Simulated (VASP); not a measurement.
# HgTe (zinc blende type) (F-43m) in VASP: settings compared, part 2 of 2

VASP 6.6.1. Earlier steps stand in the parts before.

## Step 3: Single point, HSE06

This run uses another cell than the first one, of 33.97 Å³/atom.

Input file POSCAR:

```
HgTe
1.0
    0.0000000000      3.2387207913      3.2387207913
    3.2387207913      0.0000000000      3.2387207913
    3.2387207913      3.2387207913      0.0000000000
Hg Te
1 1
Direct
    0.0000000000      0.0000000000      0.0000000000
    0.2500000000      0.2500000000      0.2500000000
```

Input file INCAR.step1:

```
PREC     = Accurate       # precision mode
ENCUT    = 400            # plane-wave cutoff, eV
EDIFF    = 1E-5           # SCF threshold, eV
ISMEAR   = -1             # smearing method
SIGMA    = 0.1            # smearing width, eV
LREAL    = False          # projectors in reciprocal space
LASPH    = True           # aspherical terms in the spheres
NELM     = 120            # most SCF steps
ALGO     = Normal         # electronic algorithm
ISIF     = 2              # what is computed and relaxed
LWAVE    = True           # write WAVECAR
LCHARG   = False          # write CHGCAR
NBANDS   = 16             # bands
GGA      = PE             # functional
GGA_COMPAT= False
```

Input file INCAR.step2:

```
PREC     = Accurate       # precision mode
ENCUT    = 400            # plane-wave cutoff, eV
EDIFF    = 1E-6           # SCF threshold, eV
ISMEAR   = -1             # smearing method
SIGMA    = 0.1            # smearing width, eV
LREAL    = False          # projectors in reciprocal space
LASPH    = True           # aspherical terms in the spheres
NELM     = 120            # most SCF steps
ALGO     = Normal         # electronic algorithm
ISIF     = 2              # what is computed and relaxed
LWAVE    = False          # write WAVECAR
LCHARG   = False          # write CHGCAR
GGA      = PE             # functional
LHFCALC  = True           # exact exchange
HFSCREEN = 0.2079         # screening, 1/A
PRECFOCK = Normal       
NBANDS   = 16             # bands
ISTART   = 1            
GGA_COMPAT= False
```

Input file KPOINTS:

```
regular mesh
0
Gamma
  4 4 4
```

Potentials or basis: VASP PAW PBE potentials, release 64 (Hg, Te).

The run is started by

```console
$ cat potpaw_PBE.64/Hg/POTCAR potpaw_PBE.64/Te/POTCAR > POTCAR
$ cp INCAR.step1 INCAR
$ mpirun -np 1 vasp_std > vasp.out
$ cp INCAR.step2 INCAR
$ mpirun -np 1 vasp_std > vasp.out
```

Wall time 12 min (1 thread of Intel Xeon 8259CL, shared host); peak memory 0.28 GiB.

The run converged. Its results:

| Property | Result |
| --- | --- |
| Free energy | -4.6509 eV |
| Pressure | 2.2 GPa |
| Band gap on the k mesh | zero (filled and empty bands touch) |

Levels at points of the mesh, in eV from the Fermi level:
```tsv
k point	band 6	band 7	band 8	band 9	band 10	band 11	band 12	band 13
(0.00, 0.00, 0.00)	-7.98	-0.21	-0.09	-0.09	-0.09	4.91	4.91	4.91
(0.50, 0.00, 0.00)	-7.62	-5.94	-1.15	-1.15	1.28	5.74	5.74	7.62
(0.50, 0.50, 0.00)	-7.46	-5.92	-2.52	-2.52	2.51	3.00	9.15	9.91
```

Caveat: the k points lie up to 0.42 Å⁻¹ apart; the PAW data sets were made with another functional, which shifts forces and pressure a little; spin-orbit coupling is left out, which moves the levels of the heavy elements.

## Step 4: Single point, HSE06

This run uses another cell than the first one, of 35.08 Å³/atom.

Input file POSCAR:

```
HgTe
1.0
    0.0000000000      3.2735484164      3.2735484164
    3.2735484164      0.0000000000      3.2735484164
    3.2735484164      3.2735484164      0.0000000000
Hg Te
1 1
Direct
    0.0000000000      0.0000000000      0.0000000000
    0.2500000000      0.2500000000      0.2500000000
```

Input file INCAR.step1:

```
PREC = Accurate ; ENCUT = 400
EDIFF = 1E-5 ; ISMEAR = -1
SIGMA = 0.1 ; LREAL = False
LASPH = True ; NELM = 120
ALGO = Normal ; ISIF = 2
LWAVE = True ; GGA = PE
NBANDS = 16 ; GGA_COMPAT = False
```

Input file INCAR.step2:

```
PREC = Accurate ; ENCUT = 400
EDIFF = 1E-6 ; ISMEAR = -1
SIGMA = 0.1 ; LREAL = False
LASPH = True ; NELM = 120
ALGO = Normal ; ISIF = 2
LWAVE = False ; LCHARG = True
GGA = PE ; LHFCALC = True
HFSCREEN = 0.2079 ; PRECFOCK = Normal
LELF = True ; LVHAR = True
ISTART = 1 ; NBANDS = 16
GGA_COMPAT = False
```

Input file KPOINTS:

```
Automatic mesh
0
Gamma
  4 4 4
```

The run is started by

```console
$ cat potpaw_PBE.64/Hg/POTCAR potpaw_PBE.64/Te/POTCAR > POTCAR
$ cp INCAR.step1 INCAR
$ mpirun -np 1 vasp_std > vasp.out
$ cp INCAR.step2 INCAR
$ mpirun -np 1 vasp_std > vasp.out
```

It took 11 min on 1 thread of Intel Xeon 8259CL, shared host; peak memory 0.28 GiB.

Results (log left out):

| Property | Result |
| --- | --- |
| Free energy | -4.6709 eV |
| Pressure | 0.7 GPa |
| Band gap on the k mesh | zero (filled and empty bands touch) |

Levels at points of the mesh, in eV from the Fermi level:
| k point | band 5 | band 6 | band 7 | band 8 | band 9 | band 10 | band 11 | band 12 | band 13 | band 14 |
| --- | --- | --- | --- | --- | --- | --- | --- | --- | --- | --- |
| (0.00, 0.00, 0.00) | -7.84 | -7.84 | -0.30 | -0.08 | -0.08 | -0.08 | 4.97 | 4.97 | 4.97 | 7.31 |
| (0.50, 0.00, 0.00) | -7.82 | -7.50 | -5.71 | -1.08 | -1.08 | 1.27 | 5.77 | 5.77 | 7.62 | 8.72 |
| (0.50, 0.50, 0.00) | -7.78 | -7.35 | -5.72 | -2.37 | -2.37 | 2.52 | 3.09 | 9.02 | 9.77 | 9.77 |

Caveat: the k points lie up to 0.42 Å⁻¹ apart; the PAW data sets were made with another functional, which shifts forces and pressure a little; spin-orbit coupling is left out, which moves the levels of the heavy elements.

## Step 5: Single point, HSE06

This run uses another cell than the first one, of 36.19 Å³/atom.

Input file POSCAR:

```
HgTe
1.0
    0.0000000000      3.3076503333      3.3076503333
    3.3076503333      0.0000000000      3.3076503333
    3.3076503333      3.3076503333      0.0000000000
Hg Te
1 1
Direct
    0.0000000000      0.0000000000      0.0000000000
    0.2500000000      0.2500000000      0.2500000000
```

Input file INCAR.step1:

```
SYSTEM = HgTe
PREC = Accurate
ENCUT = 400
EDIFF = 1E-5
ISMEAR = -1
SIGMA = 0.1
LREAL = .FALSE.
LASPH = .TRUE.
NELM = 120
ALGO = Normal
ISIF = 2
LWAVE = .TRUE.
LCHARG = .FALSE.
NBANDS = 16
GGA = PE
GGA_COMPAT = .FALSE.
```

Input file INCAR.step2:

```
SYSTEM = HgTe
PREC = Accurate
ENCUT = 400
EDIFF = 1E-6
ISMEAR = -1
SIGMA = 0.1
LREAL = .FALSE.
LASPH = .TRUE.
NELM = 120
ALGO = Normal
ISIF = 2
LWAVE = .FALSE.
LCHARG = .FALSE.
GGA = PE
LHFCALC = .TRUE.
HFSCREEN = 0.2079
PRECFOCK = Normal
NBANDS = 16
ISTART = 1
GGA_COMPAT = .FALSE.
```

Input file KPOINTS:

```
Automatic mesh
0
G
  4 4 4
  0 0 0
```

The run is started by

```console
$ cat potpaw_PBE.64/Hg/POTCAR potpaw_PBE.64/Te/POTCAR > POTCAR
$ cp INCAR.step1 INCAR
$ mpirun -np 1 vasp_std > vasp.out
$ cp INCAR.step2 INCAR
$ mpirun -np 1 vasp_std > vasp.out
```

It took 10 min on 1 thread of Intel Xeon 8259CL, shared host; peak memory 0.29 GiB.

Results (log left out):

| Item | Value |
| --- | --- |
| Free energy | -4.6721 eV |
| Pressure | -0.6 GPa |
| Band gap on the k mesh | zero (filled and empty bands touch) |

Levels at points of the mesh, in eV from the Fermi level:
| k point | band 5 | band 6 | band 7 | band 8 | band 9 | band 10 | band 11 | band 12 | band 13 | band 14 |
| --- | --- | --- | --- | --- | --- | --- | --- | --- | --- | --- |
| (0.00, 0.00, 0.00) | -7.72 | -7.72 | -0.38 | -0.08 | -0.08 | -0.08 | 5.03 | 5.03 | 5.03 | 7.30 |
| (0.50, 0.00, 0.00) | -7.70 | -7.40 | -5.49 | -1.02 | -1.02 | 1.27 | 5.80 | 5.80 | 7.60 | 8.64 |
| (0.50, 0.50, 0.00) | -7.66 | -7.26 | -5.53 | -2.24 | -2.24 | 2.52 | 3.17 | 8.89 | 9.63 | 9.63 |

Caveat: the k points lie up to 0.41 Å⁻¹ apart; the PAW data sets were made with another functional, which shifts forces and pressure a little; spin-orbit coupling is left out, which moves the levels of the heavy elements.

## Step 6: Single point, HSE06

This run uses another cell than the first one, of 37.30 Å³/atom.

Input file POSCAR:

```
HgTe
1.0
    0.0000000000      3.3410632042      3.3410632042
    3.3410632042      0.0000000000      3.3410632042
    3.3410632042      3.3410632042      0.0000000000
Hg Te
1 1
Direct
    0.0000000000      0.0000000000      0.0000000000
    0.2500000000      0.2500000000      0.2500000000
```

Input file INCAR.step1:

```
SYSTEM = HgTe
  ALGO = Normal
  EDIFF = 1E-5
  ENCUT = 400
  GGA = PE
  GGA_COMPAT = .False.
  ISIF = 2
  ISMEAR = -1
  LASPH = .True.
  LCHARG = .False.
  LREAL = .False.
  LWAVE = .True.
  NBANDS = 16
  NELM = 120
  PREC = Accurate
  SIGMA = 0.1
```

Input file INCAR.step2:

```
SYSTEM = HgTe
  ALGO = Normal
  EDIFF = 1E-6
  ENCUT = 400
  GGA = PE
  GGA_COMPAT = .False.
  HFSCREEN = 0.2079
  ISIF = 2
  ISMEAR = -1
  ISTART = 1
  LASPH = .True.
  LCHARG = .False.
  LHFCALC = .True.
  LREAL = .False.
  LWAVE = .False.
  NBANDS = 16
  NELM = 120
  PREC = Accurate
  PRECFOCK = Normal
  SIGMA = 0.1
```

Input file KPOINTS:

```
k-points
0
Gamma
  4 4 4
  0 0 0
```

Potentials or basis: VASP PAW PBE potentials, release 64 (Hg, Te).

The run is started by

```console
$ cat potpaw_PBE.64/Hg/POTCAR potpaw_PBE.64/Te/POTCAR > POTCAR
$ cp INCAR.step1 INCAR
$ mpirun -np 1 vasp_std > vasp.out
$ cp INCAR.step2 INCAR
$ mpirun -np 1 vasp_std > vasp.out
```

It took 11 min on 1 thread of Intel Xeon 8259CL, shared host; peak memory 0.29 GiB.

It converged, with:

```
Free energy            : -4.6576 eV
Pressure               : -1.6 GPa
Band gap on the k mesh : zero (filled and empty bands touch)
```

Levels at points of the mesh, in eV from the Fermi level:
```tsv
k point	band 7	band 8	band 9	band 10	band 11	band 12
(0.00, 0.00, 0.00)	-0.46	-0.08	-0.08	-0.08	5.07	5.07
(0.50, 0.00, 0.00)	-5.30	-0.96	-0.96	1.25	5.82	5.82
(0.50, 0.50, 0.00)	-5.36	-2.11	-2.11	2.51	3.24	8.77
```

Caveat: the k points lie up to 0.41 Å⁻¹ apart; the PAW data sets were made with another functional, which shifts forces and pressure a little; spin-orbit coupling is left out, which moves the levels of the heavy elements.

## Step 7: Overview

```tsv
level	cell	k mesh	cutoff (eV)	grid for exact exchange (PRECFOCK)	share of exact exchange	screening parameter	gap on the mesh (eV)	pressure (GPa)
PBE	a = 4.709 Å, angles 60.0°, 2 atoms	8 × 8 × 8	500	-	-	-	none	-0.1
HSE06	a = 4.580 Å, angles 60.0°, 2 atoms	4 × 4 × 4	400	Normal	0.25	0.2079 1/Å	none	2.2
HSE06	a = 4.629 Å, angles 60.0°, 2 atoms	4 × 4 × 4	400	Normal	0.25	0.2079 1/Å	none	0.7
HSE06	a = 4.678 Å, angles 60.0°, 2 atoms	4 × 4 × 4	400	Normal	0.25	0.2079 1/Å	none	-0.6
HSE06	a = 4.725 Å, angles 60.0°, 2 atoms	4 × 4 × 4	400	Normal	0.25	0.2079 1/Å	none	-1.6
```

Alike in all rows: task single point; potentials or basis VASP PAW PBE potentials, release 64 (Hg, Te); no spin polarisation; smearing fermi-dirac 0.1 eV.

Caveats: some runs use coarse meshes; spin-orbit coupling is left out, which moves the levels of the heavy elements; the PAW data sets were made with another functional, which shifts forces and pressure a little (at least some runs); semilocal functionals underestimate gaps, so a narrow gap can read as zero (at least some runs).

Total energies depend on the potentials used, so only differences within one code and one set of settings carry meaning.
